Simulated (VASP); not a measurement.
## CdS: single point with LDA

The system is CdS.

```
Cd S
1.0
     4.09431    0.00000    0.00000
    -2.04716    3.54578    0.00000
     0.00000    0.00000    3.97778
Cd S
1 1
Cartesian
  0.0000 0.0000 1.5228
  2.0472 1.1819 1.9658
```

```
Program             : VASP 6.6.1
Task                : single point
Functional          : LDA
Potentials or basis : VASP PAW LDA potentials, release 64 (Cd_sv_GW, S)
Cutoff              : 630 eV
k mesh              : 7 × 7 × 5
Occupations         : fermi-dirac, width 0.05 eV
Spin                : no spin polarisation
```

| Quantity | Value |
| --- | --- |
| Pressure | 0.0 GPa |
| Largest force | 0.009 eV/Å |
| Band gap on the k mesh | 0.87 eV (least direct gap 1.11 eV) |

Forces in eV/Å, atoms in the order of the input:
```
Cd   0.000  0.000 -0.009
S    0.000  0.000  0.009
```

Stress tensor (GPa, compression positive):
```
 0.02  0.00  0.00
 0.00  0.02  0.00
 0.00  0.00 -0.13
```

Levels at points of the mesh, in eV from the valence-band top:
| k point | band 9 | band 10 | band 11 | band 12 | band 13 | band 14 | band 15 | band 16 | band 17 | band 18 |
| --- | --- | --- | --- | --- | --- | --- | --- | --- | --- | --- |
| (0.00, 0.00, 0.00) | -7.50 | -7.50 | -0.85 | -0.23 | -0.23 | 0.87 | 5.97 | 6.43 | 6.43 | 10.24 |

Run time: 42 s on 1 thread of AMD EPYC 7R13 Processor (Zen 3), on a shared host, peak memory 0.18 GiB.

A k mesh can miss the band edges.
